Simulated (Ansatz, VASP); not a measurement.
## Ag: VASP beside Ansatz

```
Ag
1.0
     2.82844    0.00000    0.00000
    -1.41422    2.44950    0.00000
     0.00000    0.00000   20.61880
Ag
3
Cartesian
  0.0000 0.8165 8.0077
  0.0000 2.4495 10.3094
  1.4142 1.6330 12.6111
```

Alike in both runs: functional LDA; k mesh 13 × 13 × 1; occupations fermi-dirac, width 0.05 eV; no spin polarisation.

Ansatz relaxed the structure, and its values are those at the end. VASP's run is a single point on that final structure, the one shown.

|  | VASP | Ansatz |
| --- | --- | --- |
| version | VASP 6.6.1 | Ansatz 0.2.0 |
| potentials or method | VASP PAW LDA potentials, release 64 (Ag), cutoff 520 eV | all-electron LAPW, scalar-relativistic |

|  | VASP | Ansatz | Ansatz less VASP |
| --- | --- | --- | --- |
| rms of the force components (eV/Å) | 0.004 | 0.000 | -0.0037 |

LDA's correlation is that of Perdew and Zunger in VASP and of Perdew and Wang (1992) in Ansatz. Ansatz ran all-electron here, and VASP with PAW potentials.
